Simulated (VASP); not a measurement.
# BN in VASP: further runs

Runs on BN. Level: PBE+D3(BJ). Tasks: single point.

Everything below comes from runs of VASP 6.6.1. Logs are shortened: lines on timing, memory, paths and dates and some standing lists are left out, and cuts for length are marked.

**1. The cell of the first run**

The cell holds a slab with vacuum, 2 atoms: a = 2.509 Å, b = 2.509 Å, c = 26.000 Å, α = 90.00°, β = 90.00°, γ = 120.00°.

**2. Single point, PBE+D3(BJ) (atoms taken out)**

INCAR reads:

```
ALGO = Normal ; DIPOL = 0.5 0.5 0.500
EDIFF = 1E-6 ; ENCUT = 520
GGA = PE ; IDIPOL = 3
ISIF = 2 ; ISMEAR = 0
IVDW = 12 ; LASPH = T
LCHARG = F ; LDIPOL = T
LREAL = F ; LWAVE = F
NBANDS = 11 ; NELM = 80
PREC = Accurate ; SIGMA = 0.02
```

KPOINTS reads:

```
k-points
0
Gamma
  12 12 1
```

POSCAR reads:

```
BN
1.0
    2.5087620658      0.0000000000      0.0000000000
   -1.2543810329      2.1726516810      0.0000000000
    0.0000000000      0.0000000000     26.0000000000
B N
1 1
Direct
    0.0000000000      0.0000000000      0.5000000000
    0.6666666667      0.3333333333      0.5000000000
```

Potentials or basis: VASP PAW PBE potentials, release 64 (B, N).

The run is started by

```
cat potpaw_PBE.64/B/POTCAR potpaw_PBE.64/N/POTCAR > POTCAR
mpirun -np 1 vasp_std > vasp.out
```

OUTCAR:

```text
EDIFF = 1E-6
   ENCUT = 520
   GGA = PE
   ISIF = 2
   ISMEAR = 0
   IVDW = 12
   LASPH = T
   LREAL = F
   NELM = 80
   PREC = Accurate
 IVDW          = 12

 ion  position               nearest neighbor table
   1  0.000  0.000  0.500-   2 1.45   2 1.45   2 1.45
   2  0.667  0.333  0.500-   1 1.45   1 1.45   1 1.45

  LATTYP: Found a hexagonal cell.
 ALAT       =     2.5087620658
 C/A-ratio  =    10.3636771117

  Lattice vectors:

 A1 = (   2.5087620658,   0.0000000000,   0.0000000000)
 A2 = (  -1.2543810329,   2.1726516810,   0.0000000000)
 A3 = (   0.0000000000,   0.0000000000,  26.0000000000)

Analysis of symmetry for initial positions (statically):
=====================================================================
 Subroutine PRICEL returns:
 Original cell was already a primitive cell.

 Routine SETGRP: Setting up the symmetry group for a
 hexagonal supercell.

 Subroutine GETGRP returns: Found 12 space group operations
 (whereof 12 operations were pure point group operations)
 out of a pool of 24 trial point group operations.

The static configuration has the point symmetry D_3h.

Analysis of symmetry for dynamics (positions and initial velocities):
=====================================================================
 Subroutine PRICEL returns:
 Original cell was already a primitive cell.

 Routine SETGRP: Setting up the symmetry group for a
 hexagonal supercell.

 Subroutine GETGRP returns: Found 12 space group operations
 (whereof 12 operations were pure point group operations)
 out of a pool of 24 trial point group operations.

The dynamic configuration has the point symmetry D_3h.

 Subroutine INISYM returns: Found 12 space group operations
 (whereof 12 operations are pure point group operations),
 and found     1 'primitive' translations

----------------------------------------------------------------------------------------

                                     Primitive cell

  volume of cell :     141.7173

  direct lattice vectors                    reciprocal lattice vectors
     2.508762066  0.000000000  0.000000000     0.398602966  0.230133530  0.000000000
    -1.254381033  2.172651681  0.000000000     0.000000000  0.460267059  0.000000000
     0.000000000  0.000000000 26.000000000     0.000000000  0.000000000  0.038461538

  length of vectors
     2.508762066  2.508762066 26.000000000     0.460267059  0.460267059  0.038461538

  position of ions in fractional coordinates (direct lattice)
     0.000000000  0.000000000  0.500000000
     0.666666667  0.333333333  0.500000000

  ion indices of the primitive-cell ions
   primitive index   ion index
                 1           1
                 2           2

----------------------------------------------------------------------------------------

 KPOINTS: k-points

Automatic generation of k-mesh.
 Grid dimensions read from file:
 generate k-points for:   12   12    1

 Generating k-lattice:

  Cartesian coordinates                     Fractional coordinates (reciprocal lattice)
     0.033216914  0.019177794  0.000000000     0.083333333  0.000000000  0.000000000
     0.000000000  0.038355588  0.000000000     0.000000000  0.083333333  0.000000000
     0.000000000  0.000000000  0.038461538     0.000000000  0.000000000  1.000000000

  Length of vectors
     0.038355588  0.038355588  0.038461538

  Shift w.r.t. Gamma in fractional coordinates (k-lattice)
     0.000000000  0.000000000  0.000000000

 Subroutine IBZKPT returns following result:
 ===========================================

 Found     19 irreducible k-points:

 Following reciprocal coordinates:
            Coordinates               Weight
  0.000000  0.000000  0.000000      1.000000
  0.083333  0.000000  0.000000      6.000000
  0.166667  0.000000  0.000000      6.000000
  0.250000  0.000000  0.000000      6.000000
  0.333333  0.000000  0.000000      6.000000
  0.416667  0.000000  0.000000      6.000000
[... 11 lines left out ...]
  0.333333  0.250000  0.000000     12.000000
  0.333333  0.333333  0.000000      2.000000
   k-points           NKPTS =     19   k-points in BZ     NKDIM =     19   number of bands    NBANDS=     11
   number of dos      NEDOS =    301   number of ions     NIONS =      2
   total plane-waves  NPLWV =  78400
   dimension x,y,z NGX =    20 NGY =   20 NGZ =  196
   dimension x,y,z NGXF=    40 NGYF=   40 NGZF=  392
   ions per type =               1   1
   NGX,Y,Z   is equivalent  to a cutoff of  13.25, 13.25, 12.53 a.u.
   NGXF,Y,Z  is equivalent  to a cutoff of  26.51, 26.51, 25.06 a.u.
 SYSTEM =  unknown system
   PREC   = accura    normal or accurate (medium, high low for compatibility)
   ISTART =      0    job   : 0-new  1-cont  2-samecut
   ICHARG =      2    charge: 1-file 2-atom 10-const
   ISPIN  =      1    spin polarized calculation?
   LNONCOLLINEAR =      F non collinear calculations
   LSORBIT =      F    spin-orbit coupling
   LASPH  =      T    aspherical Exc in radial PAW
   ENCUT  =  520.0 eV  38.22 Ry    6.18 a.u.   4.66  4.66 48.34*2*pi/ulx,y,z
   NELM   =     80;   NELMIN=  2; NELMDL= -5     # of ELM steps
   EDIFF  = 0.1E-05   stopping-criterion for ELM
   LREAL  =      F    real-space projection
   EDIFFG = 0.1E-04   stopping-criterion for IOM
   NSW    =      0    number of steps for IOM
   IBRION =     -1    ionic relax: 0-MD 1-quasi-New 2-CG
   NFREE  =      0    steps in history (QN), initial steepest desc. (CG)
   ISIF   =      2    stress and relaxation
   ISYM   =      2    0-nonsym 1-usesym 2-fastsym
   POTIM  = 0.5000    time-step for ionic-motion
   TEBEG  =    0.0;   TEEND  =   0.0 temperature during run
   PSTRESS=    0.0 pullay stress
   NELECT =       8.0000    total number of electrons
   NUPDOWN=      -1.0000    fix difference up-down
   EMIN   =  10.00;   EMAX   =-10.00  energy-range for DOS
   EFERMI =   0.00;   METHOD = LEGACY
   ISMEAR =     0;   SIGMA  =   0.02  broadening in eV -4-tet -1-fermi 0-gaus
   EFERMI_NEDOS =   21; number of points for ismear=-14 and -15
   IALGO  =     38    algorithm
   IMIX   =      4    mixing-type and parameters
     AMIX     =   0.40;   BMIX     =  1.00
     AMIX_MAG =   1.60;   BMIX_MAG =  1.00
  volume/ion in A,a.u.               =      70.86       478.18
  Fermi-wavevector in a.u.,A,eV,Ry     =   0.628006  1.186759  5.366024  0.394392
  Thomas-Fermi vector in A             =   1.689802
   LORBIT       =      0    0 simple, 1 ext, 2 COOP (PROOUT), +10 PAW based schemes
   GGA     = PE    functional components
   LHFCALC =     F    Hartree Fock is set to
   AEXX    =    0.0000 exact exchange contribution
   IVDW    =    12    specifies the selected vdW correction
   LEPSILON=     F    determine dielectric tensor
   LRPA    =     F    only Hartree local field effects (RPA)
 non-spin polarized calculation
 Gauss-broadening in eV      SIGMA  =   0.02
  energy-cutoff  :      520.00
  volume of cell :      141.72
 maximum number of plane-waves:      3841
 NGX is ok and might be reduce to    20
   NGX =  9   NGY =  9   NGZ = 97

 dipolmoment           0.000000      0.000000      0.000000 electrons x Angstroem

 number of electron       7.9999999 magnetization

 dipolmoment           0.000000      0.000000     -0.000000 electrons x Angstroem

 Free energy of the ion-electron system (eV)
  ---------------------------------------------------
  ext. energy  EPLUGINS =         0.00000000
  ---------------------------------------------------
  free energy    TOTEN  =       -17.60029507 eV

  energy without entropy =      -17.60029507  energy(sigma->0) =      -17.60029507

 E-fermi :  -4.5903     XC(G=0):  -1.6377

 val. band max:       -4.7794800975   @ k =   0.3333   0.3333   0.0000
 cond. band min:      -0.1068485320   @ k =   0.3333   0.3333   0.0000
 fundamental gap:      4.6726315655
 Fermi energy:        -4.5902559431

 k-point     1 :       0.0000    0.0000    0.0000
  band No.  band energies     occupation
      1     -22.4172      2.00000
      2      -9.9998      2.00000
      3      -6.1272      2.00000
      4      -6.1272      2.00000
      5      -0.0916      0.00000
      6       0.7957      0.00000
      7       1.0753      0.00000
      8       1.5343      0.00000
      9       1.7953      0.00000
     10       2.7006      0.00000
     11       3.0422      0.00000

 k-point     2 :       0.0833    0.0000    0.0000
  band No.  band energies     occupation
      1     -22.2842      2.00000
      2      -9.8212      2.00000
      3      -6.6854      2.00000
      4      -6.3841      2.00000
      5       0.1378      0.00000
      6       1.0079      0.00000
      7       1.2969      0.00000
      8       1.7510      0.00000
      9       2.0182      0.00000
     10       2.9112      0.00000
     11       3.2663      0.00000

 k-point     3 :       0.1667    0.0000    0.0000
  band No.  band energies     occupation
      1     -21.8924      2.00000
      2      -9.2933      2.00000
      3      -8.0921      2.00000
      4      -7.0096      2.00000
      5       0.7991      0.00000
      6       1.6343      0.00000
      7       1.9605      0.00000
      8       2.3959      0.00000
      9       2.6802      0.00000
     10       3.5249      0.00000
     11       3.9226      0.00000
[... 197 lines left out ...]
 k-point    18 :       0.3333    0.2500    0.0000
  band No.  band energies     occupation
      1     -18.9634      2.00000
      2     -12.8779      2.00000
      3     -11.2553      2.00000
      4      -5.0998      2.00000
      5       0.1173      0.00000
      6       7.4878      0.00000
      7       7.7660      0.00000
      8       9.0076      0.00000
      9       9.2747      0.00000
     10       9.3201      0.00000
     11       9.9082      0.00000

 k-point    19 :       0.3333    0.3333    0.0000
  band No.  band energies     occupation
      1     -18.7710      2.00000
      2     -12.6600      2.00000
      3     -11.9394      2.00000
      4      -4.7795      2.00000
      5      -0.1068      0.00000
      6       7.5762      0.00000
      7       8.5320      0.00000
      8       9.8183      0.00000
      9      10.3507      0.00000
     10      11.1353      0.00000
     11      11.4663      0.00000

------------------------ aborting loop because EDIFF is reached ----------------------------------------

 vacuum level on the upper side and lower side of the slab       (xc-potential included)        -0.010        -0.010

 Edisp (eV)   -0.15415

 E8    (eV) :    -0.0495

  FORCE on cell =-STRESS in cart. coord.  units (eV):
  Direction    XX          YY          ZZ          XY          YZ          ZX
  --------------------------------------------------------------------------------------
  -------------------------------------------------------------------------------------
  Total       0.02103     0.02103    -0.01876     0.00000     0.00000     0.00000
  in kB       0.23775     0.23775    -0.21204     0.00000     0.00000     0.00000
  external pressure =        0.09 kB  Pullay stress =        0.00 kB

 VOLUME and BASIS-vectors are now :
 -----------------------------------------------------------------------------
  energy-cutoff  :      520.00
  volume of cell :      141.72
      direct lattice vectors                 reciprocal lattice vectors
     2.508762066  0.000000000  0.000000000     0.398602966  0.230133530  0.000000000
    -1.254381033  2.172651681  0.000000000     0.000000000  0.460267059  0.000000000
     0.000000000  0.000000000 26.000000000     0.000000000  0.000000000  0.038461538

 POSITION                                       TOTAL-FORCE (eV/Angst)
 -----------------------------------------------------------------------------------
      0.00000      0.00000     13.00000         0.000000      0.000000      0.000000
      1.25438      0.72422     13.00000        -0.000000      0.000000      0.000000
 -----------------------------------------------------------------------------------
    total drift:                               -0.000001      0.000001      0.000000

  FREE ENERGIE OF THE ION-ELECTRON SYSTEM (eV)
  ---------------------------------------------------
  free  energy   TOTEN  =       -17.7544448081 eV

  energy  without entropy=      -17.7544448081  energy(sigma->0) =      -17.75444481

 vacuum level on the upper side and lower side of the slab         1.020         1.020
```

Wall time 58 s (1 thread of Intel Xeon Platinum 8488C (Sapphire Rapids), shared host); peak memory 0.26 GiB.

Results:

```
Free energy                : -17.7544 eV
Band gap on the k mesh     : 4.67 eV
Dispersion energy per atom : -0.077 eV
```

Caveat: the cell differs from its parent crystal (atoms taken out).

**3. Single point, PBE+D3(BJ) (atoms taken out)**

INCAR reads:

```
SYSTEM = BN
ALGO = Normal
DIPOL = 0.5 0.5 0.500
EDIFF = 1E-7
ENCUT = 520
GGA = PE
IDIPOL = 3
ISIF = 2
ISMEAR = 0
IVDW = 12
LASPH = .True.
LCHARG = .False.
LDIPOL = .True.
LREAL = .False.
LWAVE = .False.
NBANDS = 11
NELM = 60
PREC = Accurate
SIGMA = 0.02
```

KPOINTS reads:

```
k-points
0
Gamma
  12 12 1
  0 0 0
```

POSCAR reads:

```
BN
1.0
    2.5061232302      0.0000000000      0.0000000000
   -1.2530616151      2.1703663823      0.0000000000
    0.0000000000      0.0000000000     26.0000000000
B N
1 1
Direct
    0.0000000000      0.0000000000      0.5000000000
    0.6666666667      0.3333333333      0.5000000000
```

Potentials or basis: VASP PAW PBE potentials, release 64 (B, N).

The run is started by

```
cat potpaw_PBE.64/B/POTCAR potpaw_PBE.64/N/POTCAR > POTCAR
mpirun -np 1 vasp_std > vasp.out
```

Run time: 51 s. Hardware: 1 thread of Intel Xeon Platinum 8488C (Sapphire Rapids), shared host; peak memory 0.26 GiB.

Results (log left out):

```
Free energy                : -17.7542 eV
Band gap on the k mesh     : 4.68 eV
Dispersion energy per atom : -0.077 eV
```

Levels at points of the mesh, in eV from the valence-band top:
| k point | band 1 | band 2 | band 3 | band 4 | band 5 | band 6 | band 7 | band 8 | band 9 |
| --- | --- | --- | --- | --- | --- | --- | --- | --- | --- |
| (0.00, 0.00, 0.00) | -17.66 | -5.24 | -1.34 | -1.34 | 4.69 | 5.58 | 5.87 | 6.33 | 6.58 |
| (0.50, 0.00, 0.00) | -14.58 | -8.88 | -4.13 | -0.90 | 4.79 | 9.73 | 12.47 | 12.91 | 13.14 |

Caveat: the cell differs from its parent crystal (atoms taken out).

**4. Single point, PBE+D3(BJ) (strain along x -0.020, then relaxed in part)**

INCAR reads:

```
SYSTEM = BN
ALGO = Normal
DIPOL = 0.5 0.5 0.500
EDIFF = 1E-6
ENCUT = 520
GGA = PE
IDIPOL = 3
ISIF = 2
ISMEAR = 0
IVDW = 12
LASPH = .True.
LCHARG = .True.
LDIPOL = .True.
LELF = .True.
LREAL = .False.
LVACPOTAV = .True.
LVHAR = .True.
LWAVE = .False.
NBANDS = 11
NELM = 100
PREC = Accurate
SIGMA = 0.02
```

KPOINTS is that of step 3.

POSCAR reads:

```
BN
1.0
    2.4585868245      0.0000000000      0.0000000000
   -1.2292934122      2.1726516810      0.0000000000
    0.0000000000      0.0000000000     26.0000000000
B N
1 1
Direct
   -0.0007473287     -0.0014946575      0.5000000000
    0.6674139954      0.3348279908      0.5000000000
```

The run is started by

```
cat potpaw_PBE.64/B/POTCAR potpaw_PBE.64/N/POTCAR > POTCAR
mpirun -np 1 vasp_std > vasp.out
```

Run time: 97 s. Hardware: 1 thread of Intel Xeon Platinum 8488C (Sapphire Rapids), shared host; peak memory 0.28 GiB.

The run converged. Its results:

| Property | Result |
| --- | --- |
| Free energy | -17.7332 eV |
| Band gap on the k mesh | 4.65 eV (least direct gap 4.75 eV) |
| Dispersion energy per atom | -0.079 eV |

Levels at points of the mesh, in eV from the valence-band top:
| k point | band 1 | band 2 | band 3 | band 4 | band 5 | band 6 | band 7 | band 8 | band 9 |
| --- | --- | --- | --- | --- | --- | --- | --- | --- | --- |
| (0.00, 0.00, 0.00) | -17.82 | -5.38 | -1.44 | -1.18 | 4.65 | 5.53 | 5.80 | 6.25 | 6.54 |
| (0.50, 0.00, 0.00) | -14.61 | -8.96 | -4.29 | -0.88 | 4.90 | 9.82 | 12.65 | 13.09 | 13.31 |
| (0.00, 0.50, 0.00) | -14.76 | -9.05 | -3.93 | -1.03 | 4.76 | 10.34 | 12.44 | 12.93 | 13.13 |

Caveat: the cell differs from its parent crystal (strain along x -0.020, then relaxed in part).

**5. The runs side by side**

```csv
cell,gap on the mesh (eV)
"a = 2.509, b = 2.509, c = 26.000 Å, angles 90.0, 90.0, 120.0°, 2 atoms",4.67
"a = 2.506, b = 2.506, c = 26.000 Å, angles 90.0, 90.0, 120.0°, 2 atoms",4.68
"a = 2.459, b = 2.496, c = 26.000 Å, angles 90.0, 90.0, 119.5°, 2 atoms",4.65
```

Alike in all rows: task single point; level PBE+D3(BJ); potentials or basis VASP PAW PBE potentials, release 64 (B, N); no spin polarisation; k mesh 12 × 12 × 1; cutoff (eV) 520; smearing gaussian 0.02 eV.

Total energies depend on the potentials used, so only differences within one code and one set of settings carry meaning.
